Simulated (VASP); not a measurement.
# LiF (Fm-3m) in VASP: further runs

Runs on LiF. Level: PBE. Tasks: single point.

Program: VASP 6.6.1. These are calculated values, not measurements. Logs are shortened: lines on timing, memory, paths and dates and some standing lists are left out, and cuts for length are marked.

## 1. The cell of the first run

It takes space group Fm-3m (No. 225, cubic). The conventional cell has a = 4.010 Å, b = 4.010 Å, c = 4.010 Å, α = 90.00°, β = 90.00°, γ = 90.00°. Li (site symmetry m-3m) has 6 F at 2.00 Å within 2.7 Å. F (site symmetry m-3m) has 6 Li at 2.00 Å within 2.7 Å.

## 2. Single point, PBE

Contents of INCAR:

```
PREC     = Accurate       # precision mode
ENCUT    = 750            # plane-wave cutoff, eV
EDIFF    = 1E-6           # SCF threshold, eV
ISMEAR   = 0              # smearing method
SIGMA    = 0.01           # smearing width, eV
LREAL    = False          # projectors in reciprocal space
LASPH    = True           # aspherical terms in the spheres
NELM     = 120            # most SCF steps
ALGO     = Normal         # electronic algorithm
ISIF     = 2              # what is computed and relaxed
LWAVE    = False          # write WAVECAR
LCHARG   = False          # write CHGCAR
GGA      = PE             # functional
NBANDS   = 12             # bands
GGA_COMPAT= False
```

Contents of KPOINTS:

```
regular mesh
0
Gamma
  6 6 6
```

Contents of POSCAR:

```
LiF
1.0
    0.0000000000      2.0050000000      2.0050000000
    2.0050000000      0.0000000000      2.0050000000
    2.0050000000      2.0050000000      0.0000000000
Li F
1 1
Direct
    0.0000000000      0.0000000000      0.0000000000
    0.5000000000      0.5000000000      0.5000000000
```

Potentials or basis: VASP PAW PBE potentials, release 64 (Li_sv, F).

Run with:

```sh
> cat potpaw_PBE.64/Li_sv/POTCAR potpaw_PBE.64/F/POTCAR > POTCAR
> mpirun -np 1 vasp_std > vasp.out
```

OUTCAR:

```text
PREC = Accurate
   ENCUT = 750
   EDIFF = 1E-6
   ISMEAR = 0
   LREAL = False
   LASPH = True
   NELM = 120
   ISIF = 2
   GGA = PE

 ion  position               nearest neighbor table
   1  0.000  0.000  0.000-   2 2.00   2 2.00   2 2.00   2 2.00   2 2.00   2 2.00
   2  0.500  0.500  0.500-   1 2.00   1 2.00   1 2.00   1 2.00   1 2.00   1 2.00

  LATTYP: Found a face centered cubic cell.
 ALAT       =     4.0100000000

  Lattice vectors:

 A1 = (   0.0000000000,   2.0050000000,   2.0050000000)
 A2 = (   2.0050000000,   0.0000000000,   2.0050000000)
 A3 = (   2.0050000000,   2.0050000000,   0.0000000000)

Analysis of symmetry for initial positions (statically):
[... 5 lines left out ...]
 face centered cubic supercell.

 Subroutine GETGRP returns: Found 48 space group operations
 (whereof 48 operations were pure point group operations)
 out of a pool of 48 trial point group operations.

The static configuration has the point symmetry O_h .

Analysis of symmetry for dynamics (positions and initial velocities):
[... 5 lines left out ...]
 face centered cubic supercell.

 Subroutine GETGRP returns: Found 48 space group operations
 (whereof 48 operations were pure point group operations)
 out of a pool of 48 trial point group operations.

The dynamic configuration has the point symmetry O_h .

 Subroutine INISYM returns: Found 48 space group operations
 (whereof 48 operations are pure point group operations),
 and found     1 'primitive' translations

----------------------------------------------------------------------------------------

                                     Primitive cell

  volume of cell :      16.1203

  direct lattice vectors                    reciprocal lattice vectors
     0.000000000  2.005000000  2.005000000    -0.249376559  0.249376559  0.249376559
     2.005000000  0.000000000  2.005000000     0.249376559 -0.249376559  0.249376559
     2.005000000  2.005000000  0.000000000     0.249376559  0.249376559 -0.249376559

  length of vectors
     2.835498193  2.835498193  2.835498193     0.431932870  0.431932870  0.431932870

  position of ions in fractional coordinates (direct lattice)
     0.000000000  0.000000000  0.000000000
     0.500000000  0.500000000  0.500000000

  ion indices of the primitive-cell ions
   primitive index   ion index
                 1           1
                 2           2

----------------------------------------------------------------------------------------

 KPOINTS: regular mesh

Automatic generation of k-mesh.
[... 65 lines left out ...]
   POTIM  = 0.5000    time-step for ionic-motion
   TEBEG  =    0.0;   TEEND  =   0.0 temperature during run
   PSTRESS=    0.0 pullay stress
   NELECT =      10.0000    total number of electrons
   NUPDOWN=      -1.0000    fix difference up-down
   EMIN   =  10.00;   EMAX   =-10.00  energy-range for DOS
   EFERMI =   0.00;   METHOD = LEGACY
   ISMEAR =     0;   SIGMA  =   0.01  broadening in eV -4-tet -1-fermi 0-gaus
   EFERMI_NEDOS =   21; number of points for ismear=-14 and -15
   IALGO  =     38    algorithm
   IMIX   =      4    mixing-type and parameters
     AMIX     =   0.40;   BMIX     =  1.00
     AMIX_MAG =   1.60;   BMIX_MAG =  1.00
  volume/ion in A,a.u.               =       8.06        54.39
  Fermi-wavevector in a.u.,A,eV,Ry     =   1.396209  2.638453 26.523194  1.949400
  Thomas-Fermi vector in A             =   2.519586
   LORBIT       =      0    0 simple, 1 ext, 2 COOP (PROOUT), +10 PAW based schemes
   GGA     = PE    functional components
   LHFCALC =     F    Hartree Fock is set to
   AEXX    =    0.0000 exact exchange contribution
   IVDW    =     0    specifies the selected vdW correction
   LEPSILON=     F    determine dielectric tensor
   LRPA    =     F    only Hartree local field effects (RPA)
 non-spin polarized calculation
 Gauss-broadening in eV      SIGMA  =   0.01
  energy-cutoff  :      750.00
  volume of cell :       16.12
 maximum number of plane-waves:       769
 NGX is ok and might be reduce to    28
   NGX = 13   NGY = 13   NGZ = 13

 number of electron      10.0000004 magnetization

 Free energy of the ion-electron system (eV)
  ---------------------------------------------------
  ext. energy  EPLUGINS =         0.00000000
  ---------------------------------------------------
  free energy    TOTEN  =        -9.63918612 eV

  energy without entropy =       -9.63918612  energy(sigma->0) =       -9.63918612

 E-fermi :  -0.8341     XC(G=0): -10.0502

 val. band max:       -0.9471314775   @ k =   0.0000   0.0000   0.0000
 cond. band min:       8.2505015570   @ k =   0.0000   0.0000   0.0000
 fundamental gap:      9.1976330345
 Fermi energy:        -0.8340623129

 k-point     1 :       0.0000    0.0000    0.0000
  band No.  band energies     occupation
      1     -41.8231      2.00000
      2     -20.9562      2.00000
      3      -0.9471      2.00000
      4      -0.9471      2.00000
      5      -0.9471      2.00000
      6       8.2505      0.00000
      7      23.2037      0.00000
      8      23.2037      0.00000
      9      23.2037      0.00000
     10      23.5165      0.00000
     11      23.5165      0.00000
     12      23.5165      0.00000
[... 211 lines left out ...]
 k-point    16 :      -0.3333    0.5000    0.1667
  band No.  band energies     occupation
      1     -41.7446      2.00000
      2     -20.2565      2.00000
      3      -3.5523      2.00000
      4      -2.5366      2.00000
      5      -1.8097      2.00000
      6      14.0513      0.00000
      7      14.5823      0.00000
      8      16.6325      0.00000
      9      18.6874      0.00000
     10      23.1718      0.00000
     11      30.8838      0.00000
     12      33.2204      0.00000

------------------------ aborting loop because EDIFF is reached ----------------------------------------

  FORCE on cell =-STRESS in cart. coord.  units (eV):
  Direction    XX          YY          ZZ          XY          YZ          ZX
  --------------------------------------------------------------------------------------
  -------------------------------------------------------------------------------------
  Total        0.2434821      0.2434821      0.2434821     -0.0000000      0.0000000      0.0000000
  in kB       24.1993961     24.1993961     24.1993961     -0.0000000      0.0000000      0.0000000
  external PRESSURE =      24.1993961 kB  Pullay stress =       0.0000000 kB

 VOLUME and BASIS-vectors are now :
 -----------------------------------------------------------------------------
  energy-cutoff  :      750.00
  volume of cell :       16.12
      direct lattice vectors                 reciprocal lattice vectors
     0.000000000  2.005000000  2.005000000    -0.249376559  0.249376559  0.249376559
     2.005000000  0.000000000  2.005000000     0.249376559 -0.249376559  0.249376559
     2.005000000  2.005000000  0.000000000     0.249376559  0.249376559 -0.249376559

 POSITION                                       TOTAL-FORCE (eV/Angst)
 -----------------------------------------------------------------------------------
      0.00000      0.00000      0.00000        -0.000000      0.000000     -0.000000
      2.00500      2.00500      2.00500         0.000000     -0.000000      0.000000
 -----------------------------------------------------------------------------------
    total drift:                                0.000000      0.000000      0.000000

  FREE ENERGIE OF THE ION-ELECTRON SYSTEM (eV)
  ---------------------------------------------------
  free  energy   TOTEN  =        -9.6391861228 eV

  energy  without entropy=       -9.6391861228  energy(sigma->0) =       -9.63918612
```

stdout:

```text
POSCAR found type information on POSCAR LiF
 POSCAR found :  2 types and       2 ions
 scaLAPACK will be used
 LDA part: xc-table for (Slater+PW92), standard interpolation
 POSCAR, INCAR and KPOINTS ok, starting setup
 FFT: planning ... GRIDC
 FFT: planning ... GRID_SOFT
 FFT: planning ... GRID
 WAVECAR not read
 entering main loop
```

Wall time 7.7 s (1 thread of Intel Xeon Platinum 8488C (Sapphire Rapids), shared host); peak memory 0.14 GiB.

Results:

* Free energy: -9.6392 eV
* Pressure: 2.4 GPa
* Band gap on the k mesh: 9.20 eV, direct

Caveat: the k points lie up to 0.45 Å⁻¹ apart.

## 3. Single point, PBE

Contents of INCAR:

```
SYSTEM = LiF
PREC = Accurate
ENCUT = 750
EDIFF = 1E-6
ISMEAR = 0
SIGMA = 0.01
LREAL = .False.
LASPH = .True.
NELM = 120
ALGO = Normal
ISIF = 2
LWAVE = .False.
LCHARG = .True.
GGA = PE
LELF = .True.
LVHAR = .True.
NBANDS = 12
GGA_COMPAT = .False.
```

Contents of KPOINTS:

```
Automatic mesh
0
Gamma
  8 8 8
  0 0 0
```

POSCAR is that of step 2.

Potentials or basis: VASP PAW PBE potentials, release 64 (Li_sv, F).

Run with:

```sh
> cat potpaw_PBE.64/Li_sv/POTCAR potpaw_PBE.64/F/POTCAR > POTCAR
> mpirun -np 1 vasp_std > vasp.out
```

Wall time 14 s (1 thread of Intel Xeon Platinum 8488C (Sapphire Rapids), shared host); peak memory 0.15 GiB.

Results (log left out):

```
Free energy            : -9.6392 eV
Pressure               : 2.4 GPa
Band gap on the k mesh : 9.20 eV, direct
```

Levels at points of the mesh, in eV from the valence-band top:
```csv
k point,band 2,band 3,band 4,band 5,band 6,band 7,band 8,band 9
"(0.00, 0.00, 0.00)",-20.01,0.00,0.00,0.00,9.20,24.15,24.15,24.15
"(0.50, 0.00, 0.00)",-19.56,-2.56,-0.23,-0.23,10.85,16.89,19.01,19.01
"(0.50, 0.50, 0.00)",-19.29,-3.06,-1.02,-1.02,14.94,16.54,17.60,20.40
```
